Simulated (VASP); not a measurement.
Crystal: MgO (Periclase).

```xyz
2
Lattice="2.9819 0.0000 0.0000 1.4909 2.5824 0.0000 1.4909 0.8608 2.4347" Properties=species:S:1:pos:R:3 pbc="T T T"
Mg    0.0000    0.0000    0.0000
O     2.9819    1.7216    1.2173
```

Base run:

| Property | Result |
| --- | --- |
| Program | VASP 6.6.1 |
| Functional | revPBE |
| Potentials or basis | VASP PAW PBE potentials, release 64 (Mg, O) |
| Cutoff | 520 eV |
| k mesh | 8 × 8 × 8 |
| Occupations | gaussian, width 0.01 eV |
| Spin | no spin polarisation |

Its results: band gap on the k mesh 4.77 eV, direct; pressure 7.0 GPa.

Problem. The run is repeated on the same cell with these changes: functional from revPBE to RPBE. What comes out?

Solution. Band gap on the k mesh 4.79 eV, direct; pressure 8.0 GPa.

Caveats: the PAW data sets were made with another functional, which shifts forces and pressure a little.

